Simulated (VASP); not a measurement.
AlN: single point with PBE

Crystal: AlN.

```
Al N
1.0
     4.36799    0.00000    0.00000
     0.00000   -4.36799    0.00000
     0.00000    0.00000   -4.36799
Al N
4 4
Direct
  0.01780 0.54235 0.48933
  0.49015 0.99793 0.49525
  0.48495 0.51453 0.00895
  0.97193 0.98471 0.99162
  0.74290 0.73261 0.74848
  0.24369 0.22103 0.76721
  0.27262 0.75168 0.25364
  0.77595 0.25514 0.24551
```

This cell differs from its parent crystal: atoms moved at random.

| Quantity | Value |
| --- | --- |
| Program | VASP 6.6.1 |
| Task | single point |
| Functional | PBE |
| Potentials or basis | VASP PAW PBE potentials, release 64 (Al, N) |
| Cutoff | 520 eV |
| k mesh | 6 × 6 × 6 |
| Occupations | gaussian, width 0.05 eV |
| Spin | no spin polarisation |

```json
{
 "Pressure": "8.0 GPa",
 "Largest force": "4.662 eV/Å",
 "Band gap on the k mesh": "2.00 eV, direct"
}
```

Forces on the atoms (eV/Å):
```
Al  -1.390  4.238 -1.357
Al   1.852 -2.028 -1.001
Al   1.666  3.489  1.406
Al   1.461 -1.334 -0.447
N   -0.342 -0.798  0.477
N    0.450 -2.048  1.038
N   -1.906 -1.101  0.778
N   -1.791 -0.417 -0.894
```

Stress tensor (GPa, compression positive):
```
 7.97 -1.20  5.50
-1.20  5.48  4.84
 5.50  4.84 10.42
```

Levels at points of the mesh, in eV from the valence-band top:
```csv
k point,band 13,band 14,band 15,band 16,band 17,band 18,band 19,band 20
"(0.00, 0.00, 0.00)",-1.92,-0.63,-0.45,0.00,2.00,2.35,3.36,4.00
"(0.50, 0.00, 0.00)",-1.65,-1.48,-1.27,-1.08,4.60,4.78,5.79,6.30
"(0.00, 0.50, 0.00)",-2.37,-1.99,-0.95,-0.62,4.80,4.90,5.68,6.28
"(0.00, 0.00, 0.50)",-1.59,-1.47,-1.38,-1.07,4.54,4.68,5.70,6.24
"(0.50, 0.50, 0.00)",-1.29,-1.14,-0.93,-0.55,6.50,6.55,7.55,8.05
"(0.00, 0.50, 0.50)",-1.37,-1.14,-0.82,-0.58,6.38,6.42,7.20,7.76
"(0.50, 0.00, 0.50)",-1.93,-1.52,-0.54,-0.14,6.31,6.38,7.13,7.81
"(0.50, 0.50, 0.50)",-0.98,-0.67,-0.46,-0.07,6.33,6.54,6.69,6.88
```

Run time: 93 s on 1 thread of Intel(R) Xeon(R) Platinum 8488C (Sapphire Rapids) (shared host), peak memory 0.3 GiB.

Caveat: the cell differs from its parent crystal (atoms moved at random); forces of over 1 eV/Å act on the atoms, so gaps and moduli don't describe the material at rest. A k mesh can miss the band edges.
